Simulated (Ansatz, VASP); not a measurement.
Si in VASP and in Ansatz

```
Si
1.0
    10.86000    0.00000    0.00000
     0.00000   10.86000    0.00000
     0.00000    0.00000   10.86000
Si
63
Direct
  0.50012 0.99952 0.00037
  0.62644 0.12389 0.12471
  0.75398 0.24960 0.00223
  0.87713 0.37583 0.12945
  0.75399 0.00145 0.25046
  0.87716 0.12867 0.37670
  0.00047 0.99953 0.00038
  0.12390 0.12919 0.13001
  0.24623 0.24984 0.99802
  0.37262 0.37341 0.12269
  0.50096 0.49952 0.00035
  0.62824 0.62590 0.12369
  0.75399 0.74945 0.99844
  0.87690 0.86963 0.13027
  0.24625 0.99722 0.25068
  0.37262 0.12190 0.37424
  0.49543 0.24586 0.24667
  0.61858 0.37095 0.37179
  0.74717 0.49773 0.25309
  0.87052 0.59996 0.39981
  0.50092 0.99950 0.50038
  0.62822 0.12284 0.62672
  0.74715 0.25227 0.49859
  0.87047 0.39907 0.60083
  0.75401 0.99763 0.75028
  0.87696 0.12945 0.87045
  0.00003 0.49953 0.00035
  0.12275 0.62312 0.12976
  0.24625 0.74922 0.00264
  0.37385 0.87510 0.12477
  0.00450 0.26290 0.26371
  0.13011 0.39565 0.39635
  0.25318 0.50081 0.25238
  0.38084 0.62764 0.37227
  0.50405 0.75276 0.24714
  0.62824 0.87619 0.37401
  0.00002 0.99950 0.50036
  0.12272 0.12897 0.62391
  0.25310 0.25160 0.50157
  0.38080 0.37142 0.62844
  0.50006 0.49951 0.50036
  0.61858 0.62810 0.62890
  0.74720 0.74672 0.50210
  0.87713 0.87037 0.62403
  0.24625 0.00188 0.75003
  0.37387 0.12396 0.87594
  0.50404 0.24632 0.75355
  0.62823 0.37318 0.87700
  0.74717 0.50132 0.74761
  0.87716 0.62322 0.87123
  0.99535 0.73494 0.26493
  0.12273 0.87011 0.37676
  0.13012 0.60345 0.60434
  0.25309 0.74745 0.49909
  0.37257 0.87714 0.62646
  0.99533 0.26415 0.73573
  0.12273 0.37595 0.87092
  0.25317 0.49827 0.74834
  0.37267 0.62567 0.87798
  0.49545 0.75323 0.75401
  0.62644 0.87519 0.87599
  0.00452 0.73618 0.73700
  0.12390 0.86992 0.87070
```

Alike in both runs: functional PBE; dispersion D3(BJ); k mesh 1 × 1 × 1; occupations gaussian, width 0.02 eV; no spin polarisation.

Ansatz relaxed the structure, and its values are those at the end. VASP's run is a single point on that final structure, the one shown.

|  | VASP | Ansatz |
| --- | --- | --- |
| version | VASP 6.6.1 | Ansatz 0.2.0 |
| potentials or method | VASP PAW PBE potentials, release 64 (Si), cutoff 520 eV | scalar-relativistic, plane waves, PAW |
| valence electrons in the cell | 252 | 252 |

Ansatz gave:

- gap on the k mesh at the Fermi level (eV): 0.31
- rms of the force components (eV/Å): 0.005

Question: Estimate VASP's values.

Answer: gap on the k mesh at the Fermi level (eV): 0.31; rms of the force components (eV/Å): 0.006.

Ansatz's warnings: dispersion switch in reach.
